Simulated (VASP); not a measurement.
Here is a VASP 6.6.1 calculation.

INCAR

```
SYSTEM = Cr
ALGO = All
EDIFF = 1E-6
ENCUT = 530
GGA = PE
GGA_COMPAT = .FALSE.
ISEARCH = 1
ISIF = 2
ISMEAR = 0
ISPIN = 2
KPAR = 4
LASPH = .TRUE.
LCHARG = .FALSE.
LMAXMIX = 4
LORBIT = 11
LREAL = .FALSE.
LWAVE = .FALSE.
MAGMOM = 3 3
NBANDS = 23
NELM = 300
PREC = Accurate
SIGMA = 0.019000000000000003
```

The input KPOINTS:

```
k-points
0
G
  11 11 6
  0 0 0
```

The input POSCAR:

```
Cr
1.0
    2.7140000000      0.0000000000      0.0000000000
   -1.3570000000      2.3503929459      0.0000000000
    0.0000000000      0.0000000000      4.4100000000
Cr
2
Direct
    0.6666666667      0.3333333333      0.7500000000
    0.3333333333      0.6666666667      0.2500000000
```

Potentials or basis: VASP PAW PBE potentials, release 64 (Cr_pv).

Command:

```bash
$ cat potpaw_PBE.64/Cr_pv/POTCAR > POTCAR
$ mpirun -np 4 vasp_std > vasp.out
```

Predict the net moment.

1.75 μB per cell.

Predict the site moments.

Cr +0.81 μB.

Stress tensor (GPa, compression positive):
```
-27.02   0.00   0.00
  0.00 -27.02   0.00
  0.00   0.00 -23.05
```

Caveat: the cell stands under tension; an empty level that is flat over the whole mesh can mark a ghost state of the potentials, or a narrow d or f band.
